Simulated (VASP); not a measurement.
Write the native input for VASP 6.6.1 that does the following.

| Property | Result |
| --- | --- |
| Task | single point |
| Functional | PBEsol |
| Potentials or basis | VASP PAW PBE potentials, release 64 (Ba_sv) |
| Cutoff | 500 eV |
| k mesh | 6 × 6 × 6 |
| Occupations | gaussian, width 0.1 eV |
| Spin | no spin polarisation |
| Dipole correction | no |
| Further INCAR settings | ALGO = Normal; EDIFF = 1e-06; NBANDS = 17 |

The structure of Ba lies in POSCAR:

```
Ba
1.0
   -3.8448152776      3.8448152776      2.0320124289
    3.8448152776     -3.8448152776      2.0320124289
    3.8448152776      3.8448152776     -2.0320124289
Ba
2
Direct
    0.7500000000      0.2500000000      0.5000000000
    0.0000000000      0.0000000000      0.0000000000
```

This cell differs from its parent crystal: Sr replaced by Ba, lengths x 1.062, strained.

The input as run:

INCAR

```
PREC = Accurate
ENCUT = 500
EDIFF = 1E-6
ISMEAR = 0
SIGMA = 0.1
LREAL = False
LASPH = True
NELM = 120
ALGO = Normal
ISIF = 2
LWAVE = False
LCHARG = False
GGA = PS
NBANDS = 17
GGA_COMPAT = False
```

KPOINTS

```
regular mesh
0
Gamma
  6 6 6
```

Potentials or basis: VASP PAW PBE potentials, release 64 (Ba_sv).

Command:

```sh
$ cat potpaw_PBE.64/Ba_sv/POTCAR > POTCAR
$ mpirun -np 1 vasp_std > vasp.out
```

Results of the run:

| Item | Value |
| --- | --- |
| Pressure | -0.6 GPa |
| Band gap on the k mesh | zero (band 10 reaches 1.62 eV, above the bottom of band 11 at 1.61 eV) |

Caveat: the cell differs from its parent crystal (Sr replaced by Ba, lengths x 1.062, strained); the PAW data sets were made with another functional, which shifts forces and pressure a little; spin-orbit coupling is left out, which moves the levels of the heavy elements.

It took 33 s on 1 thread of AMD EPYC 9R45 96-Core Processor (Zen 5), on a shared host, peak memory 0.23 GiB.
